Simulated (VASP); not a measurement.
# Ga8Sb5P3 (I-4m2) in VASP: single point with PBEsol

Aim: the single point of Ga8Sb5P3 with PBEsol.

All numbers are computed with VASP 6.6.1; they aren't measurements. Logs are shortened: lines on timing, memory, paths and dates and some standing lists are left out, and cuts for length are marked.

## Step 1: The cell of the first run

It takes space group I-4m2 (No. 119, tetragonal). The conventional cell has a = 8.281 Å, b = 8.281 Å, c = 11.741 Å, α = 90.00°, β = 90.00°, γ = 90.00°. Within 3.2 Å of Ga (site symmetry m) lie 2 P at 2.44 to 2.46 Å and 2 Sb at 2.63 Å. Within 3.2 Å of Ga (site symmetry m) lie 1 P at 2.39 Å and 3 Sb at 2.59 to 2.60 Å. P (site symmetry -4m2) has 4 Ga at 2.44 Å within 3.2 Å. Within 3.2 Å of P (site symmetry 2mm) lie 4 Ga at 2.39 to 2.46 Å. Sb (site symmetry 2) has 4 Ga at 2.59 to 2.63 Å within 3.4 Å. Within 3.4 Å of Sb (site symmetry -4m2) lie 4 Ga at 2.60 Å.

## Step 2: Single point, PBEsol

Contents of INCAR:

```
PREC     = Accurate       # precision mode
ENCUT    = 520            # plane-wave cutoff, eV
EDIFF    = 1E-6           # SCF threshold, eV
ISMEAR   = 0              # smearing method
SIGMA    = 0.01           # smearing width, eV
LREAL    = Auto         
LASPH    = True           # aspherical terms in the spheres
NELM     = 100            # most SCF steps
ALGO     = Normal         # electronic algorithm
ISIF     = 2              # what is computed and relaxed
LWAVE    = False          # write WAVECAR
LCHARG   = True           # write CHGCAR
GGA      = PS             # functional
LELF     = True           # ELF
LVHAR    = True         
NBANDS   = 86             # bands
```

Contents of KPOINTS:

```
regular mesh
0
Gamma
  4 4 4
```

Contents of POSCAR:

```
Ga8Sb5P3
1.0
    0.0000000000      5.8556775408      5.8704571682
    5.8556775408      0.0000000000      5.8704571682
    5.8556775408      5.8556775408      0.0000000000
Ga P Sb
8 3 5
Direct
    0.0126982977      0.0126982977     -0.0110793935
    0.0126982977      0.0126982977      0.4856827980
   -0.0110793935      0.4856827980      0.0126982977
    0.0084071494      0.4766702019      0.5074613243
    0.4856827980     -0.0110793935      0.0126982977
    0.4766702019      0.0084071494      0.5074613243
    0.5074613243      0.5074613243      0.0084071494
    0.5074613243      0.5074613243      0.4766702019
    0.1250000000      0.1250000000      0.1250000000
    0.1237518666      0.1237518666      0.6262481334
    0.6262481334      0.6262481334      0.1237518666
    0.1253035488      0.6246964512      0.1253035488
    0.1253035488      0.6246964512      0.6246964512
    0.6246964512      0.1253035488      0.1253035488
    0.6246964512      0.1253035488      0.6246964512
    0.6250000000      0.6250000000      0.6250000000
```

Potentials or basis: VASP PAW PBE potentials, release 64 (Ga_d, P, Sb).

Command:

```console
$ cat potpaw_PBE.64/Ga_d/POTCAR potpaw_PBE.64/P/POTCAR potpaw_PBE.64/Sb/POTCAR > POTCAR
$ mpirun -np 1 vasp_std > vasp.out
```

OUTCAR:

```text
PREC = Accurate
   ENCUT = 520
   EDIFF = 1E-6
   ISMEAR = 0
   LREAL = Auto
   LASPH = True
   NELM = 100
   ISIF = 2
   GGA = PS

 ion  position               nearest neighbor table
   1  0.013  0.013  0.989-   9 2.44  10 2.46  12 2.63  14 2.63
   2  0.013  0.013  0.486-   9 2.44  10 2.46  13 2.63  15 2.63
   3  0.989  0.486  0.013-   9 2.44  11 2.46  13 2.63  12 2.63
   4  0.008  0.477  0.507-  10 2.39  12 2.59  13 2.59  16 2.60
   5  0.486  0.989  0.013-   9 2.44  11 2.46  15 2.63  14 2.63
   6  0.477  0.008  0.507-  10 2.39  14 2.59  15 2.59  16 2.60
[... 8 lines left out ...]
  15  0.625  0.125  0.625-   8 2.59   6 2.59   2 2.63   5 2.63
  16  0.625  0.625  0.625-   7 2.60   6 2.60   4 2.60   8 2.60

  LATTYP: Found a body centered tetragonal cell.
 ALAT       =     8.2811785951
 C/A-ratio  =     1.4177830126

  Lattice vectors:

 A1 = (  -5.8556775408,   0.0000000000,   5.8704571682)
 A2 = (   5.8556775408,   0.0000000000,   5.8704571682)
 A3 = (   0.0000000000,   5.8556775408,  -5.8704571682)

Analysis of symmetry for initial positions (statically):
=====================================================================
 Subroutine PRICEL returns:
 Original cell was already a primitive cell.

 Routine SETGRP: Setting up the symmetry group for a
 body centered tetragonal supercell.

 Subroutine GETGRP returns: Found  8 space group operations
 (whereof  2 operations were pure point group operations)
 out of a pool of 16 trial point group operations.

The static configuration has the point symmetry C_1h.
 The point group associated with its full space group is D_2d.

Analysis of symmetry for dynamics (positions and initial velocities):
=====================================================================
 Subroutine PRICEL returns:
 Original cell was already a primitive cell.

 Routine SETGRP: Setting up the symmetry group for a
 body centered tetragonal supercell.

 Subroutine GETGRP returns: Found  8 space group operations
 (whereof  2 operations were pure point group operations)
 out of a pool of 16 trial point group operations.

The dynamic configuration has the point symmetry C_1h.
 The point group associated with its full space group is D_2d.

 Subroutine INISYM returns: Found  8 space group operations
 (whereof  2 operations are pure point group operations),
 and found     1 'primitive' translations

----------------------------------------------------------------------------------------

                                     Primitive cell

  volume of cell :     402.5837

  direct lattice vectors                    reciprocal lattice vectors
     0.000000000  5.855677541  5.870457168    -0.085387215  0.085387215  0.085172242
     5.855677541  0.000000000  5.870457168     0.085387215 -0.085387215  0.085172242
     5.855677541  5.855677541  0.000000000     0.085387215  0.085387215 -0.085172242

  length of vectors
     8.291635956  8.291635956  8.281178595     0.147770985  0.147770985  0.147770985

  position of ions in fractional coordinates (direct lattice)
     0.012698298  0.012698298  0.988920607
     0.012698298  0.012698298  0.485682798
     0.988920607  0.485682798  0.012698298
     0.008407149  0.476670202  0.507461324
     0.485682798  0.988920607  0.012698298
     0.476670202  0.008407149  0.507461324
[... 8 lines left out ...]
     0.624696451  0.125303549  0.624696451
     0.625000000  0.625000000  0.625000000

  ion indices of the primitive-cell ions
   primitive index   ion index
                 1           1
                 2           2
                 3           3
                 4           4
                 5           5
                 6           6
[... 8 lines left out ...]
                15          15
                16          16

----------------------------------------------------------------------------------------

 KPOINTS: regular mesh

Automatic generation of k-mesh.
 Grid dimensions read from file:
 generate k-points for:    4    4    4

 Generating k-lattice:

  Cartesian coordinates                     Fractional coordinates (reciprocal lattice)
    -0.021346804  0.021346804  0.021293061     0.250000000  0.000000000  0.000000000
     0.021346804 -0.021346804  0.021293061     0.000000000  0.250000000  0.000000000
     0.021346804  0.021346804 -0.021293061    -0.000000000 -0.000000000  0.250000000

  Length of vectors
     0.036942746  0.036942746  0.036942746

  Shift w.r.t. Gamma in fractional coordinates (k-lattice)
     0.000000000  0.000000000  0.000000000

 Subroutine IBZKPT returns following result:
 ===========================================

 Found     13 irreducible k-points:

 Following reciprocal coordinates:
            Coordinates               Weight
  0.000000  0.000000  0.000000      1.000000
  0.250000  0.000000  0.000000      8.000000
  0.500000  0.000000  0.000000      4.000000
  0.250000  0.250000  0.000000      2.000000
  0.500000  0.250000  0.000000      8.000000
 -0.250000  0.250000  0.000000      4.000000
  0.500000  0.500000  0.000000      1.000000
  0.250000  0.000000  0.250000      4.000000
  0.500000  0.000000  0.250000     16.000000
 -0.250000  0.000000  0.250000      8.000000
 -0.250000  0.500000  0.250000      4.000000
  0.500000  0.000000  0.500000      2.000000
 -0.250000  0.250000  0.500000      2.000000
   k-points           NKPTS =     13   k-points in BZ     NKDIM =     13   number of bands    NBANDS=     86
   number of dos      NEDOS =    301   number of ions     NIONS =     16
   total plane-waves  NPLWV = 262144
   dimension x,y,z NGX =    64 NGY =   64 NGZ =   64
   dimension x,y,z NGXF=   128 NGYF=  128 NGZF=  128
   ions per type =               8   3   5
   NGX,Y,Z   is equivalent  to a cutoff of  12.83, 12.83, 12.85 a.u.
   NGXF,Y,Z  is equivalent  to a cutoff of  25.66, 25.66, 25.70 a.u.
 SYSTEM =  unknown system
   PREC   = accura    normal or accurate (medium, high low for compatibility)
   ISTART =      0    job   : 0-new  1-cont  2-samecut
   ICHARG =      2    charge: 1-file 2-atom 10-const
   ISPIN  =      1    spin polarized calculation?
   LNONCOLLINEAR =      F non collinear calculations
   LSORBIT =      F    spin-orbit coupling
   LASPH  =      T    aspherical Exc in radial PAW
   ENCUT  =  520.0 eV  38.22 Ry    6.18 a.u.  15.42 15.42 15.40*2*pi/ulx,y,z
   NELM   =    100;   NELMIN=  2; NELMDL= -5     # of ELM steps
   EDIFF  = 0.1E-05   stopping-criterion for ELM
   LREAL  =      T    real-space projection
   EDIFFG = 0.1E-04   stopping-criterion for IOM
   NSW    =      0    number of steps for IOM
   IBRION =     -1    ionic relax: 0-MD 1-quasi-New 2-CG
   NFREE  =      0    steps in history (QN), initial steepest desc. (CG)
   ISIF   =      2    stress and relaxation
   ISYM   =      2    0-nonsym 1-usesym 2-fastsym
   POTIM  = 0.5000    time-step for ionic-motion
   TEBEG  =    0.0;   TEEND  =   0.0 temperature during run
   PSTRESS=    0.0 pullay stress
   NELECT =     144.0000    total number of electrons
   NUPDOWN=      -1.0000    fix difference up-down
   EMIN   =  10.00;   EMAX   =-10.00  energy-range for DOS
   EFERMI =   0.00;   METHOD = LEGACY
   ISMEAR =     0;   SIGMA  =   0.01  broadening in eV -4-tet -1-fermi 0-gaus
   EFERMI_NEDOS =   21; number of points for ismear=-14 and -15
   IALGO  =     38    algorithm
   IMIX   =      4    mixing-type and parameters
     AMIX     =   0.40;   BMIX     =  1.00
     AMIX_MAG =   1.60;   BMIX_MAG =  1.00
  volume/ion in A,a.u.               =      25.16       169.80
  Fermi-wavevector in a.u.,A,eV,Ry     =   1.162100  2.196051 18.374354  1.350477
  Thomas-Fermi vector in A             =   2.298665
   LORBIT       =      0    0 simple, 1 ext, 2 COOP (PROOUT), +10 PAW based schemes
   GGA     = PS    functional components
   LHFCALC =     F    Hartree Fock is set to
   AEXX    =    0.0000 exact exchange contribution
   IVDW    =     0    specifies the selected vdW correction
   LEPSILON=     F    determine dielectric tensor
   LRPA    =     F    only Hartree local field effects (RPA)
 non-spin polarized calculation
 Gauss-broadening in eV      SIGMA  =   0.01
  energy-cutoff  :      520.00
  volume of cell :      402.58
 maximum number of plane-waves:     10913
 NGX is ok and might be reduce to    64
   NGX = 31   NGY = 31   NGZ = 31

 number of electron     143.9999998 magnetization

 Free energy of the ion-electron system (eV)
  ---------------------------------------------------
  ext. energy  EPLUGINS =         0.00000000
  ---------------------------------------------------
  free energy    TOTEN  =       -69.43587235 eV

  energy without entropy =      -69.43568795  energy(sigma->0) =      -69.43578015

 E-fermi :   4.9698     XC(G=0):  -9.5653

 val. band max:        4.9194822309   @ k =   0.0000   0.0000   0.0000
 cond. band min:       4.9698984006   @ k =   0.0000   0.0000   0.0000
 fundamental gap:      0.0504161697
 Fermi energy:         4.9697706202

 k-point     1 :       0.0000    0.0000    0.0000
  band No.  band energies     occupation
      1     -10.2590      2.00000
      2     -10.2265      2.00000
      3     -10.2233      2.00000
      4     -10.2158      2.00000
      5     -10.2062      2.00000
      6     -10.2062      2.00000
[... 76 lines left out ...]
     83       6.5759      0.00000
     84       7.9446      0.00000

 k-point     2 :       0.2500    0.0000    0.0000
  band No.  band energies     occupation
      1     -10.2568      2.00000
      2     -10.2244      2.00000
      3     -10.2205      2.00000
      4     -10.2155      2.00000
      5     -10.2051      2.00000
      6     -10.2050      2.00000
[... 946 lines left out ...]
     83       8.9435      0.00000
     84       9.1116      0.00000

 k-point    13 :      -0.2500    0.2500    0.5000
  band No.  band energies     occupation
      1     -10.2521      2.00000
      2     -10.2197      2.00000
      3     -10.2187      2.00000
      4     -10.2111      2.00000
      5     -10.2077      2.00000
      6     -10.1994      2.00000
[... 76 lines left out ...]
     83       8.1041      0.00000
     84       8.5766      0.00000
 [bands above 84 left out]

------------------------ aborting loop because EDIFF is reached ----------------------------------------

  FORCE on cell =-STRESS in cart. coord.  units (eV):
  Direction    XX          YY          ZZ          XY          YZ          ZX
  --------------------------------------------------------------------------------------
  -------------------------------------------------------------------------------------
  Total        0.1776596      0.1776596      0.1670594      0.0000000     -0.0000000      0.0000000
  in kB        0.7070384      0.7070384      0.6648526      0.0000000     -0.0000000      0.0000000
  external PRESSURE =       0.6929764 kB  Pullay stress =       0.0000000 kB

 VOLUME and BASIS-vectors are now :
 -----------------------------------------------------------------------------
  energy-cutoff  :      520.00
  volume of cell :      402.58
      direct lattice vectors                 reciprocal lattice vectors
     0.000000000  5.855677541  5.870457168    -0.085387215  0.085387215  0.085172242
     5.855677541  0.000000000  5.870457168     0.085387215 -0.085387215  0.085172242
     5.855677541  5.855677541  0.000000000     0.085387215  0.085387215 -0.085172242

 POSITION                                       TOTAL-FORCE (eV/Angst)
 -----------------------------------------------------------------------------------
      5.86516      5.86516      0.14909         0.000974      0.000974      0.011973
      2.91836      2.91836      0.14909        -0.000974     -0.000974      0.011973
      2.91836      5.86516      8.65660        -0.000974      0.000974     -0.011973
      5.76276      3.02076      2.84763        -0.008317      0.008317     -0.007632
      5.86516      2.91836      8.65660         0.000974     -0.000974     -0.011973
      3.02076      5.76276      2.84763         0.008317     -0.008317     -0.007632
[... 8 lines left out ...]
      4.39176      7.31604      4.40284         0.000000      0.000521      0.000000
      7.31960      7.31960      7.33807         0.000000     -0.000000      0.000000
 -----------------------------------------------------------------------------------
    total drift:                                0.000007      0.000007      0.000010

  FREE ENERGIE OF THE ION-ELECTRON SYSTEM (eV)
  ---------------------------------------------------
  free  energy   TOTEN  =       -69.4358723498 eV

  energy  without entropy=      -69.4356879512  energy(sigma->0) =      -69.43578015
```

It took 10 min on 1 thread of AMD EPYC 9R14 (Zen 4), shared host; peak memory 0.68 GiB.

Results:

```
Free energy            : -69.4359 eV
Pressure               : 0.1 GPa
Largest force          : 0.014 eV/Å
Band gap on the k mesh : zero (filled and empty bands touch)
```

Forces in eV/Å, atoms in the order of the input:
```
Ga   0.001  0.001  0.012
Ga  -0.001 -0.001  0.012
Ga  -0.001  0.001 -0.012
Ga  -0.008  0.008 -0.008
Ga   0.001 -0.001 -0.012
Ga   0.008 -0.008 -0.008
Ga   0.008  0.008  0.008
Ga  -0.008 -0.008  0.008
P    0.000  0.000  0.000
P    0.000  0.000  0.001
P    0.000  0.000 -0.001
Sb   0.000 -0.001  0.000
Sb   0.001  0.000  0.000
Sb  -0.001  0.000  0.000
Sb   0.000  0.001  0.000
Sb   0.000  0.000  0.000
```

Levels at points of the mesh, in eV from the Fermi level:
| k point | band 68 | band 69 | band 70 | band 71 | band 72 | band 73 | band 74 | band 75 | band 76 | band 77 |
| --- | --- | --- | --- | --- | --- | --- | --- | --- | --- | --- |
| (0.00, 0.00, 0.00) | -0.81 | -0.66 | -0.19 | -0.05 | 0.00 | 0.00 | 0.02 | 0.70 | 0.79 | 0.79 |
| (0.50, 0.00, 0.00) | -1.86 | -1.10 | -0.74 | -0.56 | -0.55 | 0.53 | 0.98 | 1.44 | 1.45 | 1.67 |
| (0.50, 0.50, 0.00) | -1.76 | -1.35 | -1.35 | -0.96 | -0.76 | 0.87 | 1.35 | 1.67 | 1.72 | 2.64 |
| (0.50, 0.00, 0.50) | -1.83 | -1.68 | -1.51 | -1.21 | -0.89 | 1.19 | 1.34 | 1.87 | 1.94 | 2.09 |

Caveat: the PAW data sets were made with another functional, which shifts forces and pressure a little; spin-orbit coupling is left out, which moves the levels of the heavy elements.
